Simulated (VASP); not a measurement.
Here is a VASP 6.6.1 calculation.

The input POSCAR:

```
Mg
1.0
    3.2860925357      0.0000000000      0.0000000000
   -1.6430462679      2.8458396151      0.0000000000
    0.0000000000      0.0000000000     10.1567098713
Mg
4
Direct
    0.0000000000      0.0000000000      0.0000000000
    0.3333333333      0.6666666667      0.2500000000
    0.0000000000      0.0000000000      0.5000000000
    0.6666666667      0.3333333333      0.7500000000
```

The input INCAR.step1:

```
SYSTEM = Mg
ALGO     = Normal         ! electronic algorithm
EDIFF    = 1E-4           ! SCF threshold, eV
ENCUT    = 520            ! plane-wave cutoff, eV
GGA      = PE             ! functional
ISMEAR   = 0              ! smearing method
LASPH    = .TRUE.         ! aspherical terms in the spheres
LCHARG   = .FALSE.        ! write CHGCAR
LREAL    = .FALSE.        ! projectors in reciprocal space
LWAVE    = .TRUE.         ! write WAVECAR
NBANDS   = 12             ! bands
NELM     = 60             ! most SCF steps
PREC     = Accurate       ! precision mode
SIGMA    = 0.1            ! smearing width, eV
```

File INCAR.step2:

```
SYSTEM = Mg
ALGO     = Normal         ! electronic algorithm
EDIFF    = 1E-7           ! SCF threshold, eV
ENCUT    = 520            ! plane-wave cutoff, eV
ISIF     = 2              ! what is computed and relaxed
ISMEAR   = 0              ! smearing method
ISTART   = 1            
LASPH    = .TRUE.         ! aspherical terms in the spheres
LCHARG   = .TRUE.         ! write CHGCAR
LELF     = .TRUE.         ! ELF
LMIXTAU  = .TRUE.       
LREAL    = .FALSE.        ! projectors in reciprocal space
LVHAR    = .TRUE.       
LWAVE    = .FALSE.        ! write WAVECAR
METAGGA  = R2SCAN         ! meta-GGA
NBANDS   = 12             ! bands
NELM     = 60             ! most SCF steps
PREC     = Accurate       ! precision mode
SIGMA    = 0.1            ! smearing width, eV
```

The input KPOINTS:

```
k-points
0
G
  18 18 6
  0 0 0
```

Potentials or basis: VASP PAW PBE potentials, release 64 (Mg).

The run is started by

```console
$ cat potpaw_PBE.64/Mg/POTCAR > POTCAR
$ cp INCAR.step1 INCAR
$ mpirun -np 1 vasp_std > vasp.out
$ cp INCAR.step2 INCAR
$ mpirun -np 1 vasp_std > vasp.out
```

Q: Estimate the band gap on the k mesh.

A: Zero (bands 4 and 5 overlap by 1.86 eV).

Q: What does it give for the pressure?

A: -1.9 GPa.

Stress tensor (GPa, compression positive):
```
-2.66  0.00  0.00
 0.00 -2.66  0.00
 0.00  0.00 -0.27
```

Caveat: the cell differs from its parent crystal (biaxial strain in the a-b plane: +3.0 %, then relaxed in part); the PAW data sets were made with another functional, which shifts forces and pressure a little.
